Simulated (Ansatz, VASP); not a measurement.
## Two plane-wave programs on Be2As

```
CELL_PARAMETERS angstrom
1.77750 1.02624 2.92455
-1.77750 1.02624 2.92455
0.00000 -2.05248 2.92455
ATOMIC_POSITIONS crystal
Be 0.24876 0.24876 0.24876
Be 0.75124 0.75124 0.75124
As 0.00000 0.00000 0.00000
```

Alike in both runs: task relaxation of cell and atoms; functional PBE; k mesh 6 × 6 × 6; occupations gaussian, width 0.1 eV; no spin polarisation.

|  | VASP | Ansatz |
| --- | --- | --- |
| version | VASP 6.6.1 | Ansatz 0.2.0 |
| potentials or method | VASP PAW PBE potentials, release 64 (Be, As), cutoff 600 eV | scalar-relativistic, plane waves, PAW |
| valence electrons in the cell | 9 | 19 |

```csv
,VASP,Ansatz,Ansatz less VASP
"gap on the k mesh at the Fermi level, each at its own relaxed structure (eV)",none,none,-
relaxed volume (Å³/atom),13.27,13.13,-0.143
relaxed length of the cell vector where the two differ most in proportion (Å),4.116,4.106,-0.0102
```

A gap of «none» marks a metal or a gap that the smearing closes. VASP's potentials hold 9 valence electrons a cell and Ansatz's 19, so a difference there can come from the potentials and not from the codes.

The k mesh is coarse, so the values compare programs but aren't converged. Noted on VASP's run: the volume moved by over 15 % at a fixed basis, so the end points are rough.
